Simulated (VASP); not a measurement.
# Ba (P6_3/mmc) in VASP: further runs

Runs on Ba. Level: PBE. Tasks: single point, relaxation of cell and atoms.

Program: VASP 6.6.1. These are calculated values, not measurements. Logs are shortened: lines on timing, memory, paths and dates and some standing lists are left out, and cuts for length are marked.

## Step 1: The cell of the first run

The structure is hexagonal, space group P6_3/mmc (No. 194). The conventional cell has a = 4.437 Å, b = 4.437 Å, c = 7.184 Å, α = 90.00°, β = 90.00°, γ = 120.00°. Ba (site symmetry -6m2) has 12 Ba at 4.41 to 4.44 Å within 5.8 Å.

This isn't the form of Ba at room conditions, which is bcc.

## Step 2: Single point, PBE

INCAR reads:

```
SYSTEM = Ba
PREC = Accurate
ENCUT = 520
EDIFF = 1E-6
ISMEAR = -1
SIGMA = 0.05
LREAL = .False.
LASPH = .True.
NELM = 100
ALGO = Normal
ISIF = 2
LWAVE = .False.
LCHARG = .True.
GGA = PE
LELF = .True.
LVHAR = .True.
NBANDS = 17
```

KPOINTS reads:

```
Automatic mesh
0
Gamma
  11 11 6
  0 0 0
```

POSCAR reads:

```
Ba
1.0
    4.4369770311      0.0000000000      0.0000000000
   -2.2184885156      3.8425348250      0.0000000000
    0.0000000000      0.0000000000      7.1842825071
Ba
2
Direct
    0.3333333333      0.6666666667      0.2500000000
    0.6666666667      0.3333333333      0.7500000000
```

Potentials or basis: VASP PAW PBE potentials, release 64 (Ba_sv).

Launch:

```console
> cat potpaw_PBE.64/Ba_sv/POTCAR > POTCAR
> mpirun -np 1 vasp_std > vasp.out
```

OUTCAR:

```text
SYSTEM = Ba
   PREC = Accurate
   ENCUT = 520
   EDIFF = 1E-6
   ISMEAR = -1
   LREAL = .False.
   LASPH = .True.
   NELM = 100
   ISIF = 2
   GGA = PE

 ion  position               nearest neighbor table
   1  0.333  0.667  0.250-   2 4.41   2 4.41   2 4.41   2 4.41   2 4.41   2 4.41
   2  0.667  0.333  0.750-   1 4.41   1 4.41   1 4.41   1 4.41   1 4.41   1 4.41

  LATTYP: Found a hexagonal cell.
 ALAT       =     4.4369770311
 C/A-ratio  =     1.6191840654

  Lattice vectors:

 A1 = (   4.4369770311,   0.0000000000,   0.0000000000)
 A2 = (  -2.2184885156,   3.8425348250,   0.0000000000)
 A3 = (   0.0000000000,   0.0000000000,   7.1842825071)

Analysis of symmetry for initial positions (statically):
=====================================================================
 Subroutine PRICEL returns:
 Original cell was already a primitive cell.

 Routine SETGRP: Setting up the symmetry group for a
 hexagonal supercell.

 Subroutine GETGRP returns: Found 24 space group operations
 (whereof 12 operations were pure point group operations)
 out of a pool of 24 trial point group operations.

The static configuration has the point symmetry D_3d.
 The point group associated with its full space group is D_6h.

Analysis of symmetry for dynamics (positions and initial velocities):
=====================================================================
 Subroutine PRICEL returns:
 Original cell was already a primitive cell.

 Routine SETGRP: Setting up the symmetry group for a
 hexagonal supercell.

 Subroutine GETGRP returns: Found 24 space group operations
 (whereof 12 operations were pure point group operations)
 out of a pool of 24 trial point group operations.

The dynamic configuration has the point symmetry D_3d.
 The point group associated with its full space group is D_6h.

 Subroutine INISYM returns: Found 24 space group operations
 (whereof 12 operations are pure point group operations),
 and found     1 'primitive' translations

----------------------------------------------------------------------------------------

                                     Primitive cell

  volume of cell :     122.4865

  direct lattice vectors                    reciprocal lattice vectors
     4.436977031  0.000000000  0.000000000     0.225378674  0.130122438  0.000000000
    -2.218488516  3.842534825  0.000000000     0.000000000  0.260244876  0.000000000
     0.000000000  0.000000000  7.184282507     0.000000000  0.000000000  0.139192745

  length of vectors
     4.436977031  4.436977031  7.184282507     0.260244876  0.260244876  0.139192745

  position of ions in fractional coordinates (direct lattice)
     0.333333333  0.666666667  0.250000000
     0.666666667  0.333333333  0.750000000

  ion indices of the primitive-cell ions
   primitive index   ion index
                 1           1
                 2           2

----------------------------------------------------------------------------------------

 KPOINTS: Automatic mesh

Automatic generation of k-mesh.
 Grid dimensions read from file:
 generate k-points for:   11   11    6

 Generating k-lattice:

  Cartesian coordinates                     Fractional coordinates (reciprocal lattice)
     0.020488970  0.011829313  0.000000000     0.090909091 -0.000000000  0.000000000
     0.000000000  0.023658625  0.000000000     0.000000000  0.090909091  0.000000000
     0.000000000  0.000000000  0.023198791     0.000000000  0.000000000  0.166666667

  Length of vectors
     0.023658625  0.023658625  0.023198791

  Shift w.r.t. Gamma in fractional coordinates (k-lattice)
     0.000000000  0.000000000  0.000000000

 Subroutine IBZKPT returns following result:
 ===========================================

 Found     64 irreducible k-points:

 Following reciprocal coordinates:
            Coordinates               Weight
  0.000000  0.000000  0.000000      1.000000
  0.090909 -0.000000  0.000000      6.000000
  0.181818  0.000000  0.000000      6.000000
  0.272727 -0.000000  0.000000      6.000000
  0.363636  0.000000  0.000000      6.000000
  0.454545  0.000000  0.000000      6.000000
[... 16 lines left out ...]
  0.090909  0.090909  0.166667     12.000000
  0.181818  0.090909  0.166667     24.000000
 [... further k-points ...]
   k-points           NKPTS =     64   k-points in BZ     NKDIM =     64   number of bands    NBANDS=     17
   number of dos      NEDOS =    301   number of ions     NIONS =      2
   total plane-waves  NPLWV =  69984
   dimension x,y,z NGX =    36 NGY =   36 NGZ =   54
   dimension x,y,z NGXF=    72 NGYF=   72 NGZF=  108
   ions per type =               2
   NGX,Y,Z   is equivalent  to a cutoff of  13.49, 13.49, 12.50 a.u.
   NGXF,Y,Z  is equivalent  to a cutoff of  26.98, 26.98, 24.99 a.u.
 SYSTEM =  Ba
   PREC   = accura    normal or accurate (medium, high low for compatibility)
   ISTART =      0    job   : 0-new  1-cont  2-samecut
   ICHARG =      2    charge: 1-file 2-atom 10-const
   ISPIN  =      1    spin polarized calculation?
   LNONCOLLINEAR =      F non collinear calculations
   LSORBIT =      F    spin-orbit coupling
   LASPH  =      T    aspherical Exc in radial PAW
   ENCUT  =  520.0 eV  38.22 Ry    6.18 a.u.   8.25  8.25 13.36*2*pi/ulx,y,z
   NELM   =    100;   NELMIN=  2; NELMDL= -5     # of ELM steps
   EDIFF  = 0.1E-05   stopping-criterion for ELM
   LREAL  =      F    real-space projection
   EDIFFG = 0.1E-04   stopping-criterion for IOM
   NSW    =      0    number of steps for IOM
   IBRION =     -1    ionic relax: 0-MD 1-quasi-New 2-CG
   NFREE  =      0    steps in history (QN), initial steepest desc. (CG)
   ISIF   =      2    stress and relaxation
   ISYM   =      2    0-nonsym 1-usesym 2-fastsym
   POTIM  = 0.5000    time-step for ionic-motion
   TEBEG  =    0.0;   TEEND  =   0.0 temperature during run
   PSTRESS=    0.0 pullay stress
   NELECT =      20.0000    total number of electrons
   NUPDOWN=      -1.0000    fix difference up-down
   EMIN   =  10.00;   EMAX   =-10.00  energy-range for DOS
   EFERMI =   0.00;   METHOD = LEGACY
   ISMEAR =    -1;   SIGMA  =   0.05  broadening in eV -4-tet -1-fermi 0-gaus
   EFERMI_NEDOS =   21; number of points for ismear=-14 and -15
   IALGO  =     38    algorithm
   IMIX   =      4    mixing-type and parameters
     AMIX     =   0.40;   BMIX     =  1.00
     AMIX_MAG =   1.60;   BMIX_MAG =  1.00
  volume/ion in A,a.u.               =      61.24       413.29
  Fermi-wavevector in a.u.,A,eV,Ry     =   0.894792  1.690911 10.893539  0.800652
  Thomas-Fermi vector in A             =   2.017042
   LORBIT       =      0    0 simple, 1 ext, 2 COOP (PROOUT), +10 PAW based schemes
   GGA     = PE    functional components
[... 5 lines left out ...]
 non-spin polarized calculation
  energy-cutoff  :      520.00
  volume of cell :      122.49
 maximum number of plane-waves:      3321
 NGX is ok and might be reduce to    36
   NGX = 17   NGY = 17   NGZ = 27

 number of electron      19.9999999 magnetization

 Free energy of the ion-electron system (eV)
  ---------------------------------------------------
  ext. energy  EPLUGINS =         0.00000000
  ---------------------------------------------------
  free energy    TOTEN  =        -3.79524833 eV

  energy without entropy =       -3.76990844  energy(sigma->0) =       -3.78257839

 E-fermi :   1.7614     XC(G=0):  -7.4978

 val. band max:        1.7549985827   @ k =   0.3636   0.0000   0.0000
 cond. band min:       1.7729932880   @ k =   0.1818   0.1818   0.1667
 fundamental gap:      0.0179947053
 Fermi energy:         1.7613975418

 k-point     1 :       0.0000    0.0000    0.0000
  band No.  band energies     occupation
      1     -27.0736      2.00000
      2     -27.0264      2.00000
      3     -12.5203      2.00000
      4     -12.0838      2.00000
      5     -12.0838      2.00000
      6     -12.0144      2.00000
[... 9 lines left out ...]
     16       3.9915      0.00000
     17       4.4811      0.00000

 k-point     2 :       0.0909   -0.0000    0.0000
  band No.  band energies     occupation
      1     -27.0704      2.00000
      2     -27.0249      2.00000
      3     -12.5071      2.00000
      4     -12.1146      2.00000
      5     -12.0935      2.00000
      6     -12.0466      2.00000
[... 9 lines left out ...]
     16       4.1181      0.00000
     17       4.2925      0.00000

 k-point     3 :       0.1818    0.0000    0.0000
  band No.  band energies     occupation
      1     -27.0618      2.00000
      2     -27.0212      2.00000
      3     -12.4697      2.00000
      4     -12.1970      2.00000
      5     -12.1299      2.00000
      6     -12.1187      2.00000
[... 9 lines left out ...]
     16       4.0576      0.00000
     17       4.1706      0.00000

 k-point     4 :       0.2727   -0.0000    0.0000
  band No.  band energies     occupation
      1     -27.0499      2.00000
      2     -27.0168      2.00000
      3     -12.4145      2.00000
      4     -12.3042      2.00000
      5     -12.2333      2.00000
      6     -12.1502      2.00000
[... 9 lines left out ...]
     16       4.6454      0.00000
     17       4.6738      0.00000

 k-point     5 :       0.3636    0.0000    0.0000
  band No.  band energies     occupation
      1     -27.0380      2.00000
      2     -27.0138      2.00000
      3     -12.4016      2.00000
      4     -12.3524      2.00000
      5     -12.3236      2.00000
      6     -12.1780      2.00000
[... 9 lines left out ...]
     16       5.3028      0.00000
     17       5.4749      0.00000

 k-point     6 :       0.4545    0.0000    0.0000
  band No.  band energies     occupation
      1     -27.0298      2.00000
      2     -27.0131      2.00000
      3     -12.4587      2.00000
      4     -12.3755      2.00000
      5     -12.3033      2.00000
      6     -12.1941      2.00000
[... 9 lines left out ...]
     16       6.1456      0.00000
     17       6.2994      0.00000

 k-point     7 :       0.0909    0.0909    0.0000
  band No.  band energies     occupation
      1     -27.0645      2.00000
      2     -27.0223      2.00000
      3     -12.4818      2.00000
      4     -12.1645      2.00000
      5     -12.1314      2.00000
      6     -12.0858      2.00000
[... 9 lines left out ...]
     16       4.0108      0.00000
     17       4.2299      0.00000

 k-point     8 :       0.1818    0.0909    0.0000
  band No.  band energies     occupation
      1     -27.0543      2.00000
      2     -27.0183      2.00000
      3     -12.4353      2.00000
      4     -12.2519      2.00000
      5     -12.2107      2.00000
      6     -12.1291      2.00000
[... 9 lines left out ...]
     16       4.3199      0.00000
     17       4.4721      0.00000
[... 203 lines left out ...]
      1     -27.0591      2.00000
      2     -27.0239      2.00000
      3     -12.4477      2.00000
      4     -12.1880      2.00000
      5     -12.1510      2.00000
      6     -12.1130      2.00000
[... 9 lines left out ...]
     16       4.2287      0.00000
     17       4.5283      0.00000

 k-point    20 :       0.2727   -0.0000    0.1667
  band No.  band energies     occupation
      1     -27.0477      2.00000
      2     -27.0190      2.00000
      3     -12.4153      2.00000
      4     -12.2830      2.00000
      5     -12.2475      2.00000
      6     -12.1435      2.00000
[... 9 lines left out ...]
     16       4.6838      0.00000
     17       4.7577      0.00000

 k-point    21 :       0.3636    0.0000    0.1667
  band No.  band energies     occupation
      1     -27.0364      2.00000
      2     -27.0154      2.00000
      3     -12.4344      2.00000
      4     -12.3530      2.00000
      5     -12.2897      2.00000
      6     -12.1706      2.00000
[... 9 lines left out ...]
     16       5.2933      0.00000
     17       5.3782      0.00000

 k-point    22 :       0.4545    0.0000    0.1667
  band No.  band energies     occupation
      1     -27.0287      2.00000
      2     -27.0142      2.00000
      3     -12.4776      2.00000
      4     -12.4003      2.00000
      5     -12.2650      2.00000
      6     -12.1864      2.00000
[... 9 lines left out ...]
     16       5.8840      0.00000
     17       6.0573      0.00000

 k-point    23 :       0.0909    0.0909    0.1667
  band No.  band energies     occupation
      1     -27.0617      2.00000
      2     -27.0252      2.00000
      3     -12.4569      2.00000
      4     -12.1562      2.00000
      5     -12.1386      2.00000
      6     -12.0977      2.00000
[... 9 lines left out ...]
     16       4.1488      0.00000
     17       4.4506      0.00000

 k-point    24 :       0.1818    0.0909    0.1667
  band No.  band energies     occupation
      1     -27.0519      2.00000
      2     -27.0207      2.00000
      3     -12.4238      2.00000
      4     -12.2407      2.00000
      5     -12.2188      2.00000
      6     -12.1324      2.00000
[... 9 lines left out ...]
     16       4.3710      0.00000
     17       4.6327      0.00000

 [... further k-points ...]

------------------------ aborting loop because EDIFF is reached ----------------------------------------

  FORCE on cell =-STRESS in cart. coord.  units (eV):
  Direction    XX          YY          ZZ          XY          YZ          ZX
  --------------------------------------------------------------------------------------
  -------------------------------------------------------------------------------------
  Total        0.2060883      0.2060883      0.4026066     -0.0000000      0.0000000      0.0000000
  in kB        2.6957252      2.6957252      5.2662694     -0.0000000      0.0000000      0.0000000
  external PRESSURE =       3.5525733 kB  Pullay stress =       0.0000000 kB

 VOLUME and BASIS-vectors are now :
 -----------------------------------------------------------------------------
  energy-cutoff  :      520.00
  volume of cell :      122.49
      direct lattice vectors                 reciprocal lattice vectors
     4.436977031  0.000000000  0.000000000     0.225378674  0.130122438  0.000000000
    -2.218488516  3.842534825  0.000000000     0.000000000  0.260244876  0.000000000
     0.000000000  0.000000000  7.184282507     0.000000000  0.000000000  0.139192745

 POSITION                                       TOTAL-FORCE (eV/Angst)
 -----------------------------------------------------------------------------------
     -0.00000      2.56169      1.79607        -0.000000     -0.000000      0.000000
      2.21849      1.28084      5.38821         0.000000      0.000000      0.000000
 -----------------------------------------------------------------------------------
    total drift:                               -0.000000      0.000000     -0.000000

  FREE ENERGIE OF THE ION-ELECTRON SYSTEM (eV)
  ---------------------------------------------------
  free  energy   TOTEN  =        -3.7952483345 eV

  energy  without entropy=       -3.7699084361  energy(sigma->0) =       -3.78257839
```

It took 66 s on 1 thread of AMD EPYC 9R45 (Zen 5), shared host; peak memory 0.27 GiB.

What came out:

```yaml
Free_energy: -3.7952 eV
Pressure: 0.4 GPa
Band_gap_on_the_k_mesh: zero (bands 10 and 11 overlap by 0.33 eV)
```

Stress tensor (GPa, compression positive):
```
0.27 0.00 0.00
0.00 0.27 0.00
0.00 0.00 0.53
```

Caveat: spin-orbit coupling is left out, which moves the levels of the heavy elements.

## Step 3: Relaxation of cell and atoms, PBE

This run uses another cell than the first one, of 63.48 Å³/atom.

INCAR reads:

```
SYSTEM = Ba
PREC = Accurate
ENCUT = 600
EDIFF = 1E-7
ISMEAR = -1
SIGMA = 0.05
LREAL = .False.
LASPH = .True.
NELM = 100
ALGO = Normal
ISIF = 3
LWAVE = .False.
LCHARG = .False.
GGA = PE
IBRION = 2
NSW = 45
EDIFFG = -0.005
```

KPOINTS reads:

```
regular mesh
0
Gamma
  11 11 6
  0 0 0
```

POSCAR reads:

```
Ba
1.0
    4.4688438512      0.0000000000      0.0000000000
   -2.2344219256      3.8701323007      0.0000000000
    0.0000000000      0.0000000000      7.3410155688
Ba
2
Direct
    0.3333333333      0.6666666667      0.2500000000
    0.6666666667      0.3333333333      0.7500000000
```

Potentials or basis: VASP PAW PBE potentials, release 64 (Ba_sv).

Launch:

```console
> cat potpaw_PBE.64/Ba_sv/POTCAR > POTCAR
> mpirun -np 1 vasp_std > vasp.out
```

Wall time 2.6 min (1 thread of AMD EPYC 9R45 (Zen 5), shared host); peak memory 0.32 GiB.

It converged, with:

- Free energy: -3.8022 eV
- Relaxed volume: 63.89 Å³/atom
- Relaxed cell: a = 4.478 Å, b = 4.478 Å, c = 7.357 Å, α = 90.00°, β = 90.00°, γ = 120.00°
- Space group after relaxing (to 0.1 Å): P6_3/mmc (No. 194)
- Energy gained by relaxing: 0.1 meV/atom
- Ionic steps: 3
- Pressure after relaxing: 0.0 GPa
- Band gap on the k mesh: zero (bands 10 and 11 overlap by 0.31 eV)

The path:
| step | energy change (eV) | largest force (eV/Å) | pressure (GPa) | volume (Å³) |
| --- | --- | --- | --- | --- |
| 1 | 0.0000 | 0.0000 | 0.05 | 126.96 |
| 2 | -0.0001 | 0.0000 | 0.03 | 127.33 |
| 3 | -0.0001 | 0.0000 | 0.00 | 127.77 |

Final structure:
```cif
data_structure
_symmetry_space_group_name_H-M 'P 1'
_symmetry_Int_Tables_number 1
_cell_length_a 4.4783
_cell_length_b 4.4783
_cell_length_c 7.3566
_cell_angle_alpha 90.000
_cell_angle_beta 90.000
_cell_angle_gamma 120.000
_cell_volume 127.77
loop_
_atom_site_label
_atom_site_type_symbol
_atom_site_fract_x
_atom_site_fract_y
_atom_site_fract_z
_atom_site_occupancy
Ba1 Ba 0.33333 0.66667 0.25000 1
Ba2 Ba 0.66667 0.33333 0.75000 1
```

Levels at points of the mesh, in eV from the Fermi level:
```tsv
k point	band 6	band 7	band 8	band 9	band 10	band 11	band 12	band 13	band 14
(0.00, 0.00, 0.00)	-13.87	-13.87	-13.87	-2.77	-0.96	1.01	1.71	1.75	1.75
(0.00, 0.00, 0.50)	-13.90	-13.90	-13.90	-1.83	-1.83	1.00	1.00	1.74	1.74
```

Caveat: spin-orbit coupling is left out, which moves the levels of the heavy elements.
